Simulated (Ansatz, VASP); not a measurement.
## SiGe2N in VASP and in Ansatz

INCAR

```
SYSTEM = SiGe2N
ALGO = Normal
EDIFF = 1E-6
EDIFFG = -0.04
ENCUT = 600
GGA = PE
IBRION = 2
ISIF = 3
ISMEAR = 0
LASPH = .True.
LCHARG = .False.
LREAL = .False.
LWAVE = .False.
NELM = 60
NSW = 90
PREC = Accurate
SIGMA = 0.1
```

The input KPOINTS:

```
k-points
0
Gamma
  6 6 4
  0 0 0
```

POSCAR

```
SiGe2N
1.0
    3.3320215400      0.0000000000      0.0000000000
   -1.6660107700      2.8856153000      0.0000000000
    0.0000000000      0.0000000000      6.9335050400
Si Ge N
1 2 1
Direct
    0.0000000000      0.0000000000      0.5000000000
    0.0000000000      0.0000000000      0.2037887100
    0.0000000000      0.0000000000      0.7962112900
    0.0000000000      0.0000000000      0.0000000000
```

Input for Ansatz:

```yaml
crystal:
  lattice:
    - [3.33202154, 0.0, 0.0]
    - [-1.66601077, 2.8856153, 0.0]
    - [0.0, 0.0, 6.93350504]
  atoms:
    - { symbol: Si, position: [0.0, 0.0, 0.5] }
    - { symbol: Ge, position: [0.0, 0.0, 0.20378871] }
    - { symbol: Ge, position: [0.0, 0.0, 0.79621129] }
    - { symbol: "N", position: [0.0, 0.0, 0.0] }
basis:
  ecutwfc: 420
kpoints:
  mp_grid: { grid: [6, 6, 4] }
hamiltonian:
  xc: pbe
scf:
  occupations: { method: gaussian, width: 0.1 }
  lower_state_search: "off"
output:
  forces: true
  stress: true
  eigenvalues: true
relax:
  adjacent_minimum: "off"
  f_tol: 0.04
  max_steps: 70
  cell: { stress_tol: 0.4 }
```

Alike in both runs: task relaxation of cell and atoms; functional PBE; k mesh 6 × 6 × 4; occupations gaussian, width 0.1 eV; no spin polarisation.

|  | VASP | Ansatz |
| --- | --- | --- |
| version | VASP 6.6.1 | Ansatz 0.2.0 |
| potentials or method | VASP PAW PBE potentials, release 64 (Si, Ge_d, N), cutoff 600 eV | scalar-relativistic, plane waves, PAW |
| valence electrons in the cell | 37 | 37 |

VASP gave:

```
gap on the k mesh at the Fermi level, each at its own relaxed structure (eV) : none
relaxed volume (Å³/atom)                                                     : 17.79
relaxed cell length with the largest relative difference (Å)                 : 2.999
```

What did Ansatz give for the same quantities?

gap on the k mesh at the Fermi level, each at its own relaxed structure (eV): none; relaxed volume (Å³/atom): 18.53; relaxed cell length with the largest relative difference (Å): 3.112.

A gap of «none» marks a metal or a gap that the smearing closes.

The k mesh is coarse, so the values compare programs but aren't converged.
